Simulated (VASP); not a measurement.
A run of VASP 6.6.1 is set up as follows.

INCAR

```
ALGO     = Normal         # electronic algorithm
EDIFF    = 1E-7           # SCF threshold, eV
ENCUT    = 520            # plane-wave cutoff, eV
GGA      = PS             # functional
ISIF     = 2              # what is computed and relaxed
ISMEAR   = 0              # smearing method
ISPIN    = 2              # spin polarisation
LASPH    = True           # aspherical terms in the spheres
LCHARG   = True           # write CHGCAR
LELF     = True           # ELF
LMAXMIX  = 4              # l up to which the mixer works
LORBIT   = 11             # projections on sites
LREAL    = False          # projectors in reciprocal space
LVHAR    = True         
LWAVE    = False          # write WAVECAR
MAGMOM   = 0 0            # initial moments
NBANDS   = 22             # bands
NELM     = 150            # most SCF steps
NUPDOWN  = 0.0            # fixed moment
PREC     = Accurate       # precision mode
SIGMA    = 0.05           # smearing width, eV
```

Contents of KPOINTS:

```
k-points
0
Gamma
  10 10 10
```

POSCAR

```
GaCo
1.0
    2.8780000000      0.0000000000      0.0000000000
    0.0000000000      2.8780000000      0.0000000000
    0.0000000000      0.0000000000      2.8780000000
Ga Co
1 1
Direct
    0.5000000000      0.5000000000      0.5000000000
    0.0000000000      0.0000000000      0.0000000000
```

Potentials or basis: VASP PAW PBE potentials, release 64 (Ga_d, Co).

Run with:

```console
$ cat potpaw_PBE.64/Ga_d/POTCAR potpaw_PBE.64/Co/POTCAR > POTCAR
$ mpirun -np 1 vasp_std > vasp.out
```

Estimate the pressure.

-7.2 GPa.

Caveat: the cell stands under tension; the PAW data sets were made with another functional, which shifts forces and pressure a little; the total moment is fixed, so each spin has its own Fermi level.
